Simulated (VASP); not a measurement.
# Zn (P6_3/mmc) in VASP: further runs, part 2 of 2

VASP 6.6.1.

## (5) Single point, PBE

INCAR reads:

```
PREC     = Accurate       # precision mode
ENCUT    = 520            # plane-wave cutoff, eV
EDIFF    = 1E-6           # SCF threshold, eV
ISMEAR   = -1             # smearing method
SIGMA    = 0.1            # smearing width, eV
LREAL    = False          # projectors in reciprocal space
LASPH    = True           # aspherical terms in the spheres
NELM     = 80             # most SCF steps
ALGO     = Normal         # electronic algorithm
ISIF     = 2              # what is computed and relaxed
LWAVE    = False          # write WAVECAR
LCHARG   = False          # write CHGCAR
GGA      = PE             # functional
NBANDS   = 19             # bands
```

KPOINTS reads:

```
regular mesh
0
Gamma
  11 11 5
```

POSCAR reads:

```
Zn
1.0
    2.6556370042      0.0000000000      0.0000000000
   -1.3278185021      2.2998491089      0.0000000000
    0.0000000000      0.0000000000      4.9624616040
Zn
2
Direct
    0.3333333333      0.6666666667      0.2500000000
    0.6666666667      0.3333333333      0.7500000000
```

Potentials or basis: VASP PAW PBE potentials, release 64 (Zn).

The run is started by

```console
$ cat potpaw_PBE.64/Zn/POTCAR > POTCAR
$ mpirun -np 1 vasp_std > vasp.out
```

OUTCAR:

```text
PREC = Accurate
   ENCUT = 520
   EDIFF = 1E-6
   ISMEAR = -1
   LREAL = False
   LASPH = True
   NELM = 80
   ISIF = 2
   GGA = PE

 ion  position               nearest neighbor table
   1  0.333  0.667  0.250-   2 2.92   2 2.92   2 2.92   2 2.92   2 2.92   2 2.92
   2  0.667  0.333  0.750-   1 2.92   1 2.92   1 2.92   1 2.92   1 2.92   1 2.92

  LATTYP: Found a hexagonal cell.
 ALAT       =     2.6556370042
 C/A-ratio  =     1.8686520771

  Lattice vectors:

 A1 = (   2.6556370042,   0.0000000000,   0.0000000000)
 A2 = (  -1.3278185021,   2.2998491089,   0.0000000000)
 A3 = (   0.0000000000,   0.0000000000,   4.9624616040)

Analysis of symmetry for initial positions (statically):
=====================================================================
 Subroutine PRICEL returns:
 Original cell was already a primitive cell.

 Routine SETGRP: Setting up the symmetry group for a
 hexagonal supercell.

 Subroutine GETGRP returns: Found 24 space group operations
 (whereof 12 operations were pure point group operations)
 out of a pool of 24 trial point group operations.

The static configuration has the point symmetry D_3d.
 The point group associated with its full space group is D_6h.

Analysis of symmetry for dynamics (positions and initial velocities):
=====================================================================
 Subroutine PRICEL returns:
 Original cell was already a primitive cell.

 Routine SETGRP: Setting up the symmetry group for a
 hexagonal supercell.

 Subroutine GETGRP returns: Found 24 space group operations
 (whereof 12 operations were pure point group operations)
 out of a pool of 24 trial point group operations.

The dynamic configuration has the point symmetry D_3d.
 The point group associated with its full space group is D_6h.

 Subroutine INISYM returns: Found 24 space group operations
 (whereof 12 operations are pure point group operations),
 and found     1 'primitive' translations

----------------------------------------------------------------------------------------

                                     Primitive cell

  volume of cell :      30.3086

  direct lattice vectors                    reciprocal lattice vectors
     2.655637004  0.000000000  0.000000000     0.376557488  0.217405567  0.000000000
    -1.327818502  2.299849109  0.000000000     0.000000000  0.434811134  0.000000000
     0.000000000  0.000000000  4.962461604     0.000000000  0.000000000  0.201512894

  length of vectors
     2.655637004  2.655637004  4.962461604     0.434811134  0.434811134  0.201512894

  position of ions in fractional coordinates (direct lattice)
     0.333333333  0.666666667  0.250000000
     0.666666667  0.333333333  0.750000000

  ion indices of the primitive-cell ions
   primitive index   ion index
                 1           1
                 2           2

----------------------------------------------------------------------------------------

 KPOINTS: regular mesh

Automatic generation of k-mesh.
 Grid dimensions read from file:
 generate k-points for:   11   11    5

 Generating k-lattice:

  Cartesian coordinates                     Fractional coordinates (reciprocal lattice)
     0.034232499  0.019764142  0.000000000     0.090909091  0.000000000  0.000000000
     0.000000000  0.039528285  0.000000000     0.000000000  0.090909091  0.000000000
     0.000000000  0.000000000  0.040302579     0.000000000  0.000000000  0.200000000

  Length of vectors
     0.039528285  0.039528285  0.040302579

  Shift w.r.t. Gamma in fractional coordinates (k-lattice)
     0.000000000  0.000000000  0.000000000

 Subroutine IBZKPT returns following result:
 ===========================================

 Found     48 irreducible k-points:

 Following reciprocal coordinates:
            Coordinates               Weight
  0.000000  0.000000  0.000000      1.000000
  0.090909  0.000000  0.000000      6.000000
  0.181818  0.000000  0.000000      6.000000
  0.272727 -0.000000  0.000000      6.000000
  0.363636  0.000000  0.000000      6.000000
  0.454545  0.000000  0.000000      6.000000
[... 16 lines left out ...]
  0.090909  0.090909  0.200000     12.000000
  0.181818  0.090909  0.200000     24.000000
 [... further k-points ...]
   k-points           NKPTS =     48   k-points in BZ     NKDIM =     48   number of bands    NBANDS=     19
   number of dos      NEDOS =    301   number of ions     NIONS =      2
   total plane-waves  NPLWV =  16000
   dimension x,y,z NGX =    20 NGY =   20 NGZ =   40
   dimension x,y,z NGXF=    40 NGYF=   40 NGZF=   80
   ions per type =               2
   NGX,Y,Z   is equivalent  to a cutoff of  12.52, 12.52, 13.40 a.u.
   NGXF,Y,Z  is equivalent  to a cutoff of  25.04, 25.04, 26.80 a.u.
 SYSTEM =  unknown system
   PREC   = accura    normal or accurate (medium, high low for compatibility)
   ISTART =      0    job   : 0-new  1-cont  2-samecut
   ICHARG =      2    charge: 1-file 2-atom 10-const
   ISPIN  =      1    spin polarized calculation?
   LNONCOLLINEAR =      F non collinear calculations
   LSORBIT =      F    spin-orbit coupling
   LASPH  =      T    aspherical Exc in radial PAW
   ENCUT  =  520.0 eV  38.22 Ry    6.18 a.u.   4.94  4.94  9.23*2*pi/ulx,y,z
   NELM   =     80;   NELMIN=  2; NELMDL= -5     # of ELM steps
   EDIFF  = 0.1E-05   stopping-criterion for ELM
   LREAL  =      F    real-space projection
   EDIFFG = 0.1E-04   stopping-criterion for IOM
   NSW    =      0    number of steps for IOM
   IBRION =     -1    ionic relax: 0-MD 1-quasi-New 2-CG
   NFREE  =      0    steps in history (QN), initial steepest desc. (CG)
   ISIF   =      2    stress and relaxation
   ISYM   =      2    0-nonsym 1-usesym 2-fastsym
   POTIM  = 0.5000    time-step for ionic-motion
   TEBEG  =    0.0;   TEEND  =   0.0 temperature during run
   PSTRESS=    0.0 pullay stress
   NELECT =      24.0000    total number of electrons
   NUPDOWN=      -1.0000    fix difference up-down
   EMIN   =  10.00;   EMAX   =-10.00  energy-range for DOS
   EFERMI =   0.00;   METHOD = LEGACY
   ISMEAR =    -1;   SIGMA  =   0.10  broadening in eV -4-tet -1-fermi 0-gaus
   EFERMI_NEDOS =   21; number of points for ismear=-14 and -15
   IALGO  =     38    algorithm
   IMIX   =      4    mixing-type and parameters
     AMIX     =   0.40;   BMIX     =  1.00
     AMIX_MAG =   1.60;   BMIX_MAG =  1.00
  volume/ion in A,a.u.               =      15.15       102.27
  Fermi-wavevector in a.u.,A,eV,Ry     =   1.514573  2.862128 31.210826  2.293931
  Thomas-Fermi vector in A             =   2.624212
   LORBIT       =      0    0 simple, 1 ext, 2 COOP (PROOUT), +10 PAW based schemes
   GGA     = PE    functional components
   LHFCALC =     F    Hartree Fock is set to
   AEXX    =    0.0000 exact exchange contribution
   IVDW    =     0    specifies the selected vdW correction
   LEPSILON=     F    determine dielectric tensor
   LRPA    =     F    only Hartree local field effects (RPA)
 non-spin polarized calculation
  energy-cutoff  :      520.00
  volume of cell :       30.31
 maximum number of plane-waves:       837
 NGX is ok and might be reduce to    20
   NGX =  9   NGY =  9   NGZ = 19

 number of electron      24.0000020 magnetization

 Free energy of the ion-electron system (eV)
  ---------------------------------------------------
  ext. energy  EPLUGINS =         0.00000000
  ---------------------------------------------------
  free energy    TOTEN  =        -2.20459514 eV

  energy without entropy =       -2.18792015  energy(sigma->0) =       -2.19625764

 E-fermi :   3.1580     XC(G=0): -11.5693

 val. band max:        3.1306245666   @ k =   0.1818   0.1818   0.0000
 cond. band min:       3.2242110671   @ k =   0.3636   0.2727   0.4000
 fundamental gap:      0.0935865004
 Fermi energy:         3.1580157581

 k-point     1 :       0.0000    0.0000    0.0000
  band No.  band energies     occupation
      1      -7.2944      2.00000
      2      -5.5010      2.00000
      3      -4.7983      2.00000
      4      -4.5566      2.00000
      5      -4.5566      2.00000
      6      -4.5079      2.00000
[... 11 lines left out ...]
     18      22.3808      0.00000
     19      22.3827      0.00000

 k-point     2 :       0.0909    0.0000    0.0000
  band No.  band energies     occupation
      1      -7.0482      2.00000
      2      -5.3953      2.00000
      3      -4.7738      2.00000
      4      -4.5797      2.00000
      5      -4.5323      2.00000
      6      -4.4988      2.00000
[... 476 lines left out ...]
 k-point    24 :       0.1818    0.0909    0.2000
  band No.  band energies     occupation
      1      -5.5515      2.00000
      2      -5.0052      2.00000
      3      -4.7390      2.00000
      4      -4.7005      2.00000
      5      -4.6460      2.00000
      6      -4.5185      2.00000
[... 11 lines left out ...]
     18      17.4883      0.00000
     19      20.2876      0.00000

 [... further k-points ...]
[... 5 lines left out ...]
  --------------------------------------------------------------------------------------
  -------------------------------------------------------------------------------------
  Total        0.2858348      0.2858348     -0.2435375      0.0000000      0.0000000      0.0000000
  in kB       15.1098621     15.1098621    -12.8739334      0.0000000      0.0000000      0.0000000
  external PRESSURE =       5.7819303 kB  Pullay stress =       0.0000000 kB

 VOLUME and BASIS-vectors are now :
 -----------------------------------------------------------------------------
  energy-cutoff  :      520.00
  volume of cell :       30.31
      direct lattice vectors                 reciprocal lattice vectors
     2.655637004  0.000000000  0.000000000     0.376557488  0.217405567  0.000000000
    -1.327818502  2.299849109  0.000000000     0.000000000  0.434811134  0.000000000
     0.000000000  0.000000000  4.962461604     0.000000000  0.000000000  0.201512894

 POSITION                                       TOTAL-FORCE (eV/Angst)
 -----------------------------------------------------------------------------------
     -0.00000      1.53323      1.24062        -0.000000      0.000000     -0.000000
      1.32782      0.76662      3.72185         0.000000     -0.000000      0.000000
 -----------------------------------------------------------------------------------
    total drift:                               -0.000000      0.000000      0.000000

  FREE ENERGIE OF THE ION-ELECTRON SYSTEM (eV)
  ---------------------------------------------------
  free  energy   TOTEN  =        -2.2045951377 eV

  energy  without entropy=       -2.1879201473  energy(sigma->0) =       -2.19625764
```

Wall time 31 s (1 thread of Intel Xeon 6975P-C, shared host); peak memory 0.15 GiB.

Results:

- Free energy: -2.2046 eV
- Pressure: 0.6 GPa
- Band gap on the k mesh: zero (band 12 reaches 4.87 eV, above the bottom of band 13 at 0.02 eV)

Stress tensor (GPa, compression positive):
```
 1.51  0.00  0.00
 0.00  1.51  0.00
 0.00  0.00 -1.29
```

## (6) Single point, PBE

INCAR reads:

```
SYSTEM = Zn
PREC = Accurate
ENCUT = 520
EDIFF = 1E-6
ISMEAR = -1
SIGMA = 0.1
LREAL = .FALSE.
LASPH = .TRUE.
NELM = 100
ALGO = Normal
ISIF = 2
LWAVE = .FALSE.
LCHARG = .TRUE.
GGA = PE
LELF = .TRUE.
LVHAR = .TRUE.
NBANDS = 19
```

KPOINTS reads:

```
Automatic mesh
0
G
  14 14 7
  0 0 0
```

POSCAR is that of step 5.

Potentials or basis: VASP PAW PBE potentials, release 64 (Zn).

The run is started by

```console
$ cat potpaw_PBE.64/Zn/POTCAR > POTCAR
$ mpirun -np 1 vasp_std > vasp.out
```

Run time: 59 s. Hardware: 1 thread of Intel Xeon 6975P-C, shared host; peak memory 0.17 GiB.

The run converged. Its results:

```yaml
Free_energy: -2.2140 eV
Pressure: 0.5 GPa
Band_gap_on_the_k_mesh: zero (band 12 reaches 4.59 eV, above the bottom of band 13 at 0.02 eV)
```

Stress tensor (GPa, compression positive):
```
 0.82  0.00  0.00
 0.00  0.82  0.00
 0.00  0.00 -0.13
```

Levels at points of the mesh, in eV from the Fermi level:
| k point | band 10 | band 11 | band 12 | band 13 | band 14 | band 15 |
| --- | --- | --- | --- | --- | --- | --- |
| (0.00, 0.00, 0.00) | -7.09 | -7.09 | -3.66 | -3.10 | 13.45 | 17.13 |
| (0.50, 0.00, 0.00) | -6.89 | -2.81 | -2.12 | 2.61 | 3.56 | 4.09 |

## (7) Overview

| k mesh | gap on the mesh (eV) | pressure (GPa) |
| --- | --- | --- |
| 5 × 5 × 3 | none | 1.2 |
| 7 × 7 × 3 | none | 0.3 |
| 8 × 8 × 4 | none | 0.7 |
| 11 × 11 × 5 | none | 0.6 |
| 14 × 14 × 7 | none | 0.5 |

Alike in all rows: task single point; level PBE; potentials or basis VASP PAW PBE potentials, release 64 (Zn); no spin polarisation; cell as given; cutoff (eV) 520; smearing fermi-dirac 0.1 eV.

Caveats: some runs use coarse meshes.

Total energies depend on the potentials used, so only differences within one code and one set of settings carry meaning.
